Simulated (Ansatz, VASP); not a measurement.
**Ca in VASP and in Ansatz**

Contents of INCAR:

```
ALGO = Normal
EDIFF = 1E-7
ENCUT = 520
GGA = CA
ISIF = 2
ISMEAR = 0
LASPH = True
LCHARG = False
LREAL = False
LWAVE = False
NBANDS = 11
NELM = 100
PREC = Accurate
SIGMA = 0.1
```

File KPOINTS:

```
k-points
0
Gamma
  6 6 6
```

File POSCAR:

```
Ca
1.0
    0.0000000000      2.8005000000      2.8005000000
    2.8005000000      0.0000000000      2.8005000000
    2.8005000000      2.8005000000      0.0000000000
Ca
1
Direct
    0.0000000000      0.0000000000      0.0000000000
```

Input for Ansatz:

```yaml
crystal:
  lattice:
    - [0.0, 2.8005, 2.8005]
    - [2.8005, 0.0, 2.8005]
    - [2.8005, 2.8005, 0.0]
  atoms:
    - { symbol: Ca, position: [0.0, 0.0, 0.0] }
basis:
  ecutwfc: 420
kpoints:
  mp_grid: { grid: [6, 6, 6] }
hamiltonian:
  xc: lda
  pseudopotentials: { kind: paw, azcp: { folder: soft_1 } }
scf:
  occupations: { method: gaussian, width: 0.1 }
output:
  forces: true
  stress: true
  eigenvalues: true
```

Alike in both runs: task single point; functional LDA; k mesh 6 × 6 × 6; occupations gaussian, width 0.1 eV; no spin polarisation.

|  | VASP | Ansatz |
| --- | --- | --- |
| version | VASP 6.6.1 | Ansatz 0.2.0 |
| potentials or method | VASP PAW LDA potentials, release 64 (Ca_sv), cutoff 520 eV | scalar-relativistic, plane waves, PAW |
| valence electrons in the cell | 10 | 10 |

Ansatz gave:

- gap on the k mesh at the Fermi level (eV): none
- pressure (GPa): -2.3

Problem. Which values does VASP return?

Solution. gap on the k mesh at the Fermi level (eV): none; pressure (GPa): -2.2.

Ansatz warns that its potentials were made for another functional, while VASP's fit it. LDA's correlation is that of Perdew and Zunger in VASP and of Perdew and Wang (1992) in Ansatz. A gap of «none» marks a metal or a gap that the smearing closes.
